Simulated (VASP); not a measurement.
Set up this calculation in VASP 6.6.1, as the native input.

```
Task                   : single point
Functional             : r2SCAN
Potentials or basis    : VASP PAW PBE potentials, release 64 (Al, O)
Cutoff                 : 520 eV
k mesh                 : 6 × 6 × 6
Occupations            : gaussian, width 0.01 eV
Spin                   : no spin polarisation
Dipole correction      : no
Further INCAR settings : ALGO = Normal; EDIFF = 1e-06; NBANDS = 35
```

Crystal: Al2O3.

```
CELL_PARAMETERS angstrom
2.37948 1.37380 4.33167
-2.37948 1.37380 4.33167
0.00000 -2.74759 4.33167
ATOMIC_POSITIONS crystal
Al 0.35192 0.35192 0.35192
Al 0.14808 0.14808 0.14808
Al 0.64808 0.64808 0.64808
Al 0.85192 0.85192 0.85192
O 0.55636 0.94364 0.25000
O 0.25000 0.55636 0.94364
O 0.94364 0.25000 0.55636
O 0.44364 0.05636 0.75000
O 0.75000 0.44364 0.05636
O 0.05636 0.75000 0.44364
```

These files were run (other wordings do the same):

POSCAR

```
Al2O3
1.0
    2.3794845611      1.3737960519      4.3316653429
   -2.3794845611      1.3737960519      4.3316653429
    0.0000000000     -2.7475921037      4.3316653429
Al O
4 6
Direct
    0.3519160198      0.3519160198      0.3519160198
    0.1480839802      0.1480839802      0.1480839802
    0.6480839802      0.6480839802      0.6480839802
    0.8519160198      0.8519160198      0.8519160198
    0.5563628745      0.9436371255      0.2500000000
    0.2500000000      0.5563628745      0.9436371255
    0.9436371255      0.2500000000      0.5563628745
    0.4436371255      0.0563628745      0.7500000000
    0.7500000000      0.4436371255      0.0563628745
    0.0563628745      0.7500000000      0.4436371255
```

INCAR.step1

```
PREC = Accurate
ENCUT = 520
ISMEAR = 0
SIGMA = 0.01
LREAL = F
LASPH = T
NELM = 100
NBANDS = 35
GGA = PE
ALGO = Normal
EDIFF = 1E-4
LWAVE = T
LCHARG = F
```

INCAR.step2

```
PREC = Accurate
ENCUT = 520
EDIFF = 1E-6
ISMEAR = 0
SIGMA = 0.01
LREAL = F
LASPH = T
NELM = 100
ALGO = Normal
ISIF = 2
LWAVE = F
LCHARG = F
METAGGA = R2SCAN
LMIXTAU = T
NBANDS = 35
ISTART = 1
```

KPOINTS

```
regular mesh
0
Gamma
  6 6 6
```

Potentials or basis: VASP PAW PBE potentials, release 64 (Al, O).

Launch:

```bash
$ cat potpaw_PBE.64/Al/POTCAR potpaw_PBE.64/O/POTCAR > POTCAR
$ cp INCAR.step1 INCAR
$ mpirun -np 1 vasp_std > vasp.out
$ cp INCAR.step2 INCAR
$ mpirun -np 1 vasp_std > vasp.out
```

It gave:

| Item | Value |
| --- | --- |
| Pressure | -0.5 GPa |
| Largest force | 0.020 eV/Å |
| Band gap on the k mesh | 7.15 eV |

Caveat: the PAW data sets were made with another functional, which shifts forces and pressure a little.

It took 9.5 min on 1 thread of Intel Xeon 8259CL (shared host), peak memory 0.29 GiB.
